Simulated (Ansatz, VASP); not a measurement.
## MgTiN: VASP beside Ansatz

INCAR

```
PREC = Accurate
ENCUT = 520
EDIFF = 1E-7
ISMEAR = 0
SIGMA = 0.2
LREAL = F
LASPH = T
NELM = 60
ALGO = Normal
ISIF = 2
LWAVE = F
LCHARG = T
GGA = PE
LELF = T
LVHAR = T
NBANDS = 28
```

File KPOINTS:

```
Automatic mesh
0
Gamma
  6 6 2
```

The input POSCAR:

```
MgTiN
1.0
    3.3253704418      0.0000000000      0.0000000000
   -1.6626852209      2.8798552796      0.0000000000
    0.0000000000      0.0000000000     10.5297718575
Mg Ti N
2 2 2
Direct
    0.0000000000      1.0000000000      0.0000000000
    0.0000000000      1.0000000000      0.5000000000
    0.6666666667      0.3333333333      0.2500000000
    0.6666666667      0.3333333333      0.7500000000
    0.3333333333      0.6666666667      0.2500000000
    0.3333333333      0.6666666667      0.7500000000
```

Input for Ansatz:

```yaml
crystal:
  lattice:
    - [3.3253704418, 0.0, 0.0]
    - [-1.6626852209, 2.8798552796, 0.0]
    - [0.0, 0.0, 10.5297718575]
  atoms:
    - { symbol: Mg, position: [0.0, 1.0, 0.0] }
    - { symbol: Mg, position: [0.0, 1.0, 0.5] }
    - { symbol: Ti, position: [0.6666666667, 0.3333333333, 0.25] }
    - { symbol: Ti, position: [0.6666666667, 0.3333333333, 0.75] }
    - { symbol: "N", position: [0.3333333333, 0.6666666667, 0.25] }
    - { symbol: "N", position: [0.3333333333, 0.6666666667, 0.75] }
basis:
  ecutwfc: 420
kpoints:
  mp_grid: { grid: [6, 6, 2] }
hamiltonian:
  xc: pbe
scf:
  occupations: { method: gaussian, width: 0.2 }
  lower_state_search: "off"
output:
  forces: true
  stress: true
  eigenvalues: true
```

Alike in both runs: task single point; functional PBE; k mesh 6 × 6 × 2; occupations gaussian, width 0.2 eV; no spin polarisation.

```csv
,VASP,Ansatz
version,VASP 6.6.1,Ansatz 0.2.0
potentials or method,"VASP PAW PBE potentials, release 64 (Mg, Ti_sv, N), cutoff 520 eV","scalar-relativistic, plane waves, PAW"
valence electrons in the cell,38,54
```

Ansatz gave:

* gap on the k mesh at the Fermi level (eV): none
* pressure (GPa): -0.1
* traceless stress, the component that is largest in VASP (GPa): -0.34

**Question.** Estimate VASP's values.

**Answer.** gap on the k mesh at the Fermi level (eV): none; pressure (GPa): 0.0; traceless stress, the component that is largest in VASP (GPa): -0.61.

A gap of «none» marks a metal or a gap that the smearing closes. VASP's potentials hold 38 valence electrons a cell and Ansatz's 54, so a difference there can come from the potentials and not from the codes.

The k mesh is coarse, so the values compare programs but aren't converged.
